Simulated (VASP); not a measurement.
# KRu2 (I4/mmm) in VASP: single point with r2SCAN

Aim: the single point of KRu2 with r2SCAN.

All numbers are computed with VASP 6.6.1; they aren't measurements. Logs are shortened: lines on timing, memory, paths and dates and some standing lists are left out, and cuts for length are marked.

## 1. The cell of the first run

The structure is tetragonal, space group I4/mmm (No. 139). The conventional cell has a = 3.656 Å, b = 3.656 Å, c = 9.128 Å, α = 90.00°, β = 90.00°, γ = 90.00°. Within 3.5 Å of K (site symmetry 4/mmm) lie 10 Ru at 2.65 to 3.22 Å. Ru (site symmetry 4mm) has 5 K at 2.65 to 3.22 Å and 4 Ru at 2.69 Å within 3.5 Å.

## 2. Single point, r2SCAN

File POSCAR:

```
KRu2
1.0
    0.0000000000      3.6556312300     -0.0000002022
    3.6556312300      0.0000000000     -0.0000002022
    1.8278153625      1.8278153625     -4.5640570322
K Ru
1 2
Direct
    0.0000000000      0.0000000000      0.0000000000
    0.2904575343      0.2904575343      0.4190849314
    0.7095424657      0.7095424657      0.5809150686
```

File INCAR.step1:

```
  PREC = Accurate
  ENCUT = 520
  ISMEAR = -1
  SIGMA = 0.1
  LREAL = F
  LASPH = T
  NELM = 100
  NBANDS = 26
  GGA = PE
  ALGO = Normal
  EDIFF = 1E-4
  LWAVE = T
  LCHARG = F
```

File INCAR.step2:

```
  PREC = Accurate
  ENCUT = 520
  EDIFF = 1E-6
  ISMEAR = -1
  SIGMA = 0.1
  LREAL = F
  LASPH = T
  NELM = 100
  ALGO = Normal
  ISIF = 2
  LWAVE = F
  LCHARG = F
  METAGGA = R2SCAN
  LMIXTAU = T
  NBANDS = 26
  ISTART = 1
```

File KPOINTS:

```
regular mesh
0
Gamma
  9 9 9
```

Potentials or basis: VASP PAW PBE potentials, release 64 (K_sv, Ru_pv).

The run is started by

```sh
cat potpaw_PBE.64/K_sv/POTCAR potpaw_PBE.64/Ru_pv/POTCAR > POTCAR
cp INCAR.step1 INCAR
mpirun -np 1 vasp_std > vasp.out
cp INCAR.step2 INCAR
mpirun -np 1 vasp_std > vasp.out
```

OUTCAR:

```text
PREC = Accurate
   ENCUT = 520
   EDIFF = 1E-6
   ISMEAR = -1
   LREAL = F
   LASPH = T
   NELM = 100
   ISIF = 2
   METAGGA = R2SCAN
   ISTART = 1

 ion  position               nearest neighbor table
   1  0.000  0.000  0.000-   3 2.65   2 2.65   3 3.22   2 3.22   3 3.22   3 3.22   2 3.22   2 3.22
                             3 3.22   2 3.22
   2  0.290  0.290  0.419-   1 2.65   3 2.69   3 2.69   3 2.69   3 2.69   1 3.22   1 3.22   1 3.22
                             1 3.22
   3  0.710  0.710  0.581-   1 2.65   2 2.69   2 2.69   2 2.69   2 2.69   1 3.22   1 3.22   1 3.22
                             1 3.22

  LATTYP: Found a body centered tetragonal cell.
 ALAT       =     3.6556312300
 C/A-ratio  =     2.4970006780

  Lattice vectors:

 A1 = (  -1.8278153625,   1.8278158675,   4.5640568300)
 A2 = (   1.8278158675,  -1.8278153625,   4.5640568300)
 A3 = (   1.8278153625,   1.8278153625,  -4.5640570322)

Analysis of symmetry for initial positions (statically):
=====================================================================
 Subroutine PRICEL returns:
 Original cell was already a primitive cell.

 Routine SETGRP: Setting up the symmetry group for a
 body centered tetragonal supercell.

 Subroutine GETGRP returns: Found 16 space group operations
 (whereof 16 operations were pure point group operations)
 out of a pool of 16 trial point group operations.

The static configuration has the point symmetry D_4h.

Analysis of symmetry for dynamics (positions and initial velocities):
=====================================================================
 Subroutine PRICEL returns:
 Original cell was already a primitive cell.

 Routine SETGRP: Setting up the symmetry group for a
 body centered tetragonal supercell.

 Subroutine GETGRP returns: Found 16 space group operations
 (whereof 16 operations were pure point group operations)
 out of a pool of 16 trial point group operations.

The dynamic configuration has the point symmetry D_4h.

 Subroutine INISYM returns: Found 16 space group operations
 (whereof 16 operations are pure point group operations),
 and found     1 'primitive' translations

----------------------------------------------------------------------------------------

                                     Primitive cell

  volume of cell :      60.9924
[... 85 lines left out ...]
   ISPIN  =      1    spin polarized calculation?
   LNONCOLLINEAR =      F non collinear calculations
   LSORBIT =      F    spin-orbit coupling
   LASPH  =      T    aspherical Exc in radial PAW
   ENCUT  =  520.0 eV  38.22 Ry    6.18 a.u.   6.80  6.80  9.75*2*pi/ulx,y,z
   NELM   =    100;   NELMIN=  2; NELMDL=  0     # of ELM steps
   EDIFF  = 0.1E-05   stopping-criterion for ELM
   LREAL  =      F    real-space projection
   EDIFFG = 0.1E-04   stopping-criterion for IOM
   NSW    =      0    number of steps for IOM
   IBRION =     -1    ionic relax: 0-MD 1-quasi-New 2-CG
   NFREE  =      0    steps in history (QN), initial steepest desc. (CG)
   ISIF   =      2    stress and relaxation
   ISYM   =      2    0-nonsym 1-usesym 2-fastsym
   POTIM  = 0.5000    time-step for ionic-motion
   TEBEG  =    0.0;   TEEND  =   0.0 temperature during run
   PSTRESS=    0.0 pullay stress
   NELECT =      37.0000    total number of electrons
   NUPDOWN=      -1.0000    fix difference up-down
   EMIN   =  10.00;   EMAX   =-10.00  energy-range for DOS
   EFERMI =   0.00;   METHOD = LEGACY
   ISMEAR =    -1;   SIGMA  =   0.10  broadening in eV -4-tet -1-fermi 0-gaus
   EFERMI_NEDOS =   21; number of points for ismear=-14 and -15
   IALGO  =     38    algorithm
   IMIX   =      4    mixing-type and parameters
     AMIX     =   0.40;   BMIX     =  1.00
     AMIX_MAG =   1.60;   BMIX_MAG =  1.00
  volume/ion in A,a.u.               =      20.33       137.20
  Fermi-wavevector in a.u.,A,eV,Ry     =   1.385852  2.618880 26.131150  1.920585
  Thomas-Fermi vector in A             =   2.510223
   LORBIT       =      0    0 simple, 1 ext, 2 COOP (PROOUT), +10 PAW based schemes
   METAGGA = R2SCAN    functional components
   LHFCALC =     F    Hartree Fock is set to
   AEXX    =    0.0000 exact exchange contribution
   IVDW    =     0    specifies the selected vdW correction
   LEPSILON=     F    determine dielectric tensor
   LRPA    =     F    only Hartree local field effects (RPA)
 non-spin polarized calculation
  energy-cutoff  :      520.00
  volume of cell :       60.99
 maximum number of plane-waves:      1661
   NGX = 13   NGY = 13   NGZ = 19

 number of electron      36.9999998 magnetization

 Free energy of the ion-electron system (eV)
  ---------------------------------------------------
  ext. energy  EPLUGINS =         0.00000000
  ---------------------------------------------------
  free energy    TOTEN  =       -52.02870571 eV

  energy without entropy =      -51.86890253  energy(sigma->0) =      -51.94880412

 E-fermi :   5.5152     XC(G=0): -11.6192

 val. band max:        5.5143853387   @ k =   0.4444   0.0000   0.1111
 cond. band min:       5.5200758473   @ k =   0.4444  -0.0000   0.0000
 fundamental gap:      0.0056905085
 Fermi energy:         5.5151988819

 k-point     1 :       0.0000    0.0000    0.0000
  band No.  band energies     occupation
      1     -38.2628      2.00000
      2     -38.2628      2.00000
      3     -37.7896      2.00000
      4     -37.7896      2.00000
      5     -37.7741      2.00000
      6     -37.7520      2.00000
[... 685 lines left out ...]
     25      13.2244      0.00000
     26      14.1004      0.00000

 [... further k-points ...]

------------------------ aborting loop because EDIFF is reached ----------------------------------------

  FORCE on cell =-STRESS in cart. coord.  units (eV):
  Direction    XX          YY          ZZ          XY          YZ          ZX
  --------------------------------------------------------------------------------------
  -------------------------------------------------------------------------------------
  Total       -5.5149595     -5.5149595      6.2251806      0.0000000      0.0000006      0.0000006
  in kB     -144.8695479   -144.8695479    163.5259708      0.0000000      0.0000171      0.0000171
  external PRESSURE =     -42.0710417 kB  Pullay stress =       0.0000000 kB

 VOLUME and BASIS-vectors are now :
 -----------------------------------------------------------------------------
  energy-cutoff  :      520.00
  volume of cell :       60.99
      direct lattice vectors                 reciprocal lattice vectors
     0.000000000  3.655631230 -0.000000202     0.000000006  0.273550574  0.109551644
     3.655631230  0.000000000 -0.000000202     0.273550574  0.000000006  0.109551644
     1.827815362  1.827815362 -4.564057032    -0.000000012 -0.000000012 -0.219103319

 POSITION                                       TOTAL-FORCE (eV/Angst)
 -----------------------------------------------------------------------------------
      0.00000      0.00000      0.00000         0.000000      0.000000      0.000000
      1.82782      1.82782     -1.91273         0.000000      0.000000      0.056812
      3.65563      3.65563     -2.65133        -0.000000     -0.000000     -0.056812
 -----------------------------------------------------------------------------------
    total drift:                                0.000000      0.000000      0.000000

  FREE ENERGIE OF THE ION-ELECTRON SYSTEM (eV)
  ---------------------------------------------------
  free  energy   TOTEN  =       -52.0287057115 eV

  energy  without entropy=      -51.8689025265  energy(sigma->0) =      -51.94880412
```

OUTCAR.step1:

```text
PREC = Accurate
   ENCUT = 520
   ISMEAR = -1
   LREAL = F
   LASPH = T
[... 923 lines left out ...]
      0.00000      0.00000      0.00000         0.000000      0.000000      0.000000
      1.82782      1.82782     -1.91273         0.000000      0.000000      0.199153
      3.65563      3.65563     -2.65133        -0.000000     -0.000000     -0.199153
 -----------------------------------------------------------------------------------
    total drift:                                0.000000      0.000000      0.000000

  FREE ENERGIE OF THE ION-ELECTRON SYSTEM (eV)
  ---------------------------------------------------
  free  energy   TOTEN  =       -14.7603797648 eV

  energy  without entropy=      -14.5898658980  energy(sigma->0) =      -14.67512283
```

OSZICAR.step1:

```text
N       E                     dE             d eps       ncg     rms          rms(c)
DAV:   1     0.385544122907E+03    0.38554E+03   -0.21648E+04  3900   0.145E+03
DAV:   2    -0.376107017757E+01   -0.38931E+03   -0.37936E+03  4172   0.450E+02
DAV:   3    -0.150015249326E+02   -0.11240E+02   -0.11012E+02  4756   0.762E+01
DAV:   4    -0.154232388178E+02   -0.42171E+00   -0.42046E+00  6020   0.104E+01
DAV:   5    -0.154275182421E+02   -0.42794E-02   -0.42785E-02  4712   0.113E+00    0.145E+01
DAV:   6    -0.148446894514E+02    0.58283E+00   -0.26454E+00  4186   0.110E+01    0.506E+00
DAV:   7    -0.147714771025E+02    0.73212E-01   -0.26065E-01  4332   0.295E+00    0.402E+00
DAV:   8    -0.147616346370E+02    0.98425E-02   -0.78017E-02  5712   0.182E+00    0.997E-01
DAV:   9    -0.147603746938E+02    0.12599E-02   -0.11713E-02  4560   0.834E-01    0.153E-01
DAV:  10    -0.147603797648E+02   -0.50710E-05   -0.48736E-04  5158   0.190E-01
   1 F= -.14760380E+02 E0= -.14675123E+02  d E =-.170514E+00
```

It took 4.1 min on 1 thread of Intel Xeon Platinum 8488C (Sapphire Rapids), shared host; peak memory 0.25 GiB.

Results:

| Item | Value |
| --- | --- |
| Free energy | -52.0287 eV |
| Pressure | -4.2 GPa |
| Largest force | 0.057 eV/Å |
| Band gap on the k mesh | zero (an odd number of electrons rules out a gap without spin polarisation) |

Forces in eV/Å, atoms in the order of the input:
```
K    0.000  0.000  0.000
Ru   0.000  0.000  0.057
Ru   0.000  0.000 -0.057
```

Caveat: the cell stands under tension; the PAW data sets were made with another functional, which shifts forces and pressure a little.
